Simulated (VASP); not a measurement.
The system is TcN2.

```xyz
3
Lattice="0.0000 2.4445 2.4445 2.4445 0.0000 2.4445 2.4445 2.4445 0.0000" Properties=species:S:1:pos:R:3 pbc="T T T"
Tc    0.0000    0.0000    0.0000
N     3.6668    3.6668    3.6668
N     1.2223    1.2223    1.2223
```

Base run:

```yaml
Program: VASP 6.6.1
Functional: PBEsol
Potentials_or_basis: VASP PAW PBE potentials, release 64 (Tc_pv, N)
Cutoff: 520 eV
k_mesh: 10 × 10 × 10
Occupations: methfessel-paxton, width 0.1 eV
Spin: no spin polarisation
```

Its results: pressure -14.7 GPa.

Problem. The run is repeated on the same cell with these changes: functional from PBEsol to BLYP. What comes out?

Solution. Pressure 6.8 GPa.

BLYP binds less tightly than PBEsol, so the same cell stands under more pressure.

Caveats: the PAW data sets were made with another functional, which shifts forces and pressure a little.
